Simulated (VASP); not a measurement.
Ta, 1 atom in the cell. Symmetry: Im-3m, No. 229, cubic system. Conventional cell: a = 3.388 Å, b = 3.388 Å, c = 3.388 Å, α = 90.00°, β = 90.00°, γ = 90.00°. Ta (site symmetry m-3m) has 14 Ta at 2.93 to 3.39 Å within 3.9 Å. 

| Item | Value |
| --- | --- |
| Program | VASP 6.6.1 |
| Task | single point |
| Functional | PBE |
| Potentials or basis | VASP PAW PBE potentials, release 64 (Ta_pv) |
| Cutoff | 500 eV |
| k mesh | 14 × 14 × 14 |
| Occupations | methfessel-paxton, width 0.15 eV |
| Spin | no spin polarisation |
| Dipole correction | no |
| Further INCAR settings | ALGO = Normal; EDIFF = 1e-06; NBANDS = 12 |

Potentials or basis: VASP PAW PBE potentials, release 64 (Ta_pv).

Launch:

```console
$ cat potpaw_PBE.64/Ta_pv/POTCAR > POTCAR
$ mpirun -np 1 vasp_std > vasp.out
```

Hardware: 1 thread of AMD EPYC 7R13 Processor (Zen 3), on a shared host.

Q: How long does it take, and how much memory?

A: Wall time 14 s on 1 thread of AMD EPYC 7R13 Processor (Zen 3) (shared host), peak memory 0.12 GiB. Counts: scf iterations 11, k points 104.
